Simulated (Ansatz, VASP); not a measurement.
## CaS: VASP beside Ansatz

The input POSCAR:

```
CaS
1.0
    0.0000000000      2.7948042486      2.7948042486
    2.7948042486      0.0000000000      2.7948042486
    2.7948042486      2.7948042486      0.0000000000
Ca S
1 1
Direct
    0.0000000000      0.0000000000      0.0000000000
    0.5000000000      0.5000000000      0.5000000000
```

The input INCAR.step1:

```
PREC = Accurate
ENCUT = 550
ISMEAR = 0
SIGMA = 0.01
LREAL = False
LASPH = True
NELM = 120
NBANDS = 15
GGA = PE
ALGO = Normal
EDIFF = 1E-5
LWAVE = True
LCHARG = False
GGA_COMPAT = False
```

Contents of INCAR.step2:

```
PREC = Accurate
ENCUT = 550
EDIFF = 1E-6
ISMEAR = 0
SIGMA = 0.01
LREAL = False
LASPH = True
NELM = 120
ALGO = Normal
ISIF = 2
LWAVE = False
LCHARG = False
METAGGA = R2SCAN
LMIXTAU = True
NBANDS = 15
ISTART = 1
GGA_COMPAT = False
```

KPOINTS

```
Automatic mesh
0
Gamma
  5 5 5
```

Input for Ansatz:

```yaml
crystal:
  lattice:
    - [0.0, 2.794804248593501, 2.794804248593501]
    - [2.794804248593501, 0.0, 2.794804248593501]
    - [2.794804248593501, 2.794804248593501, 0.0]
  atoms:
    - { symbol: Ca, position: [0.0, 0.0, 0.0] }
    - { symbol: S, position: [0.5, 0.5, 0.5] }
basis:
  ecutwfc: 600.0
kpoints:
  mp_grid:
    grid: [5, 5, 5]
hamiltonian:
  xc: r2scan
scf:
  occupations:
    method: fixed
output:
  stress: true
```

Alike in both runs: task single point; functional r2SCAN; k mesh 5 × 5 × 5; no spin polarisation.

|  | VASP | Ansatz |
| --- | --- | --- |
| version | VASP 6.6.1 | Ansatz 0.2.0 |
| potentials or method | VASP PAW PBE potentials, release 64 (Ca_sv, S), cutoff 550 eV | plane waves, PAW |
| occupations | gaussian, width 0.01 eV | fixed |
| valence electrons in the cell | 16 | 16 |

```csv
,VASP,Ansatz,Ansatz less VASP
pressure (GPa),4.3,3.9,-0.38
```

VASP's potentials were made for PBE, not for r2SCAN.
